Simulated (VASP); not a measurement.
Crystal: GaN.

```xyz
2
Lattice="0.0000 2.2490 2.2490 2.2490 0.0000 2.2490 2.2490 2.2490 0.0000" Properties=species:S:1:pos:R:3 pbc="T T T"
Ga    0.0000    0.0000    0.0000
N     1.1245    1.1245    1.1245
```

Base run:

```yaml
Program: VASP 6.6.1
Functional: PBE
Potentials_or_basis: VASP PAW PBE potentials, release 64 (Ga_d, N)
Cutoff: 520 eV
k_mesh: 8 × 8 × 8
Occupations: gaussian, width 0.01 eV
Spin: no spin polarisation
```

Its results: band gap on the k mesh 1.76 eV, direct; pressure 6.2 GPa.

Question: The run is repeated on the same cell with these changes: functional from PBE to r2SCAN; further incar settings from ALGO = Normal; EDIFF = 1e-07; NBANDS = 16 to ALGO = Normal; EDIFF = 1e-06; NBANDS = 16. What comes out?

Answer: Band gap on the k mesh 2.16 eV, direct; pressure 1.1 GPa.

Caveats: the PAW data sets were made with another functional, which shifts forces and pressure a little (some runs).

